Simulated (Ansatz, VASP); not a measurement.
One calculation of Cl, two programs

File INCAR:

```
SYSTEM = Cl
PREC     = Accurate       ! precision mode
ENCUT    = 520            ! plane-wave cutoff, eV
EDIFF    = 1E-7           ! SCF threshold, eV
ISMEAR   = -1             ! smearing method
SIGMA    = 0.1            ! smearing width, eV
LREAL    = .FALSE.        ! projectors in reciprocal space
LASPH    = .TRUE.         ! aspherical terms in the spheres
NELM     = 100            ! most SCF steps
ALGO     = Normal         ! electronic algorithm
ISIF     = 2              ! what is computed and relaxed
LWAVE    = .FALSE.        ! write WAVECAR
LCHARG   = .TRUE.         ! write CHGCAR
GGA      = PE             ! functional
LELF     = .TRUE.         ! ELF
LVHAR    = .TRUE.       
NBANDS   = 10             ! bands
```

The input KPOINTS:

```
Automatic mesh
0
G
  14 14 13
  0 0 0
```

File POSCAR:

```
Cl
1.0
    2.7489911525      0.0000000000      0.0000000000
   -1.3744955762      2.3806961728      0.0000000000
    0.0000000000      0.0000000000      2.1138774161
Cl
1
Direct
    0.0000000000      0.0000000000      0.0000000000
```

Input for Ansatz:

```yaml
crystal:
  lattice:
    - [2.7489911525, 0.0, 0.0]
    - [-1.3744955762, 2.3806961728, 0.0]
    - [0.0, 0.0, 2.1138774161]
  atoms:
    - { symbol: Cl, position: [0.0, 0.0, 0.0] }
kpoints:
  mp_grid: { grid: [14, 14, 13] }
scf:
  occupations: { method: fermi_dirac, width: 0.1 }
hamiltonian:
  xc: pbe
  pseudopotentials: { kind: paw }
output:
  forces: true
  stress: true
  eigenvalues: true
  populations: true
```

Change from the starting cell: volume scaled by 0.45, PAW files.

Alike in both runs: task single point; functional PBE; k mesh 14 × 14 × 13; occupations fermi-dirac, width 0.1 eV; no spin polarisation.

|  | VASP | Ansatz |
| --- | --- | --- |
| version | VASP 6.6.1 | Ansatz 0.2.0 |
| potentials or method | VASP PAW PBE potentials, release 64 (Cl) | PAW with Ansatz's default frozen-core files, scalar-relativistic |
| plane-wave cutoff (eV) | 520 | 420 |
| valence electrons in the cell | 7 | 7 |

```tsv
	VASP	Ansatz	Ansatz less VASP
pressure (GPa)	56.9	57.5	+0.62
traceless stress, the component that is largest in VASP (GPa)	-0.60	0.19	+0.789
```

Both programs put the cell under a high pressure, so it lies far from rest at this level.
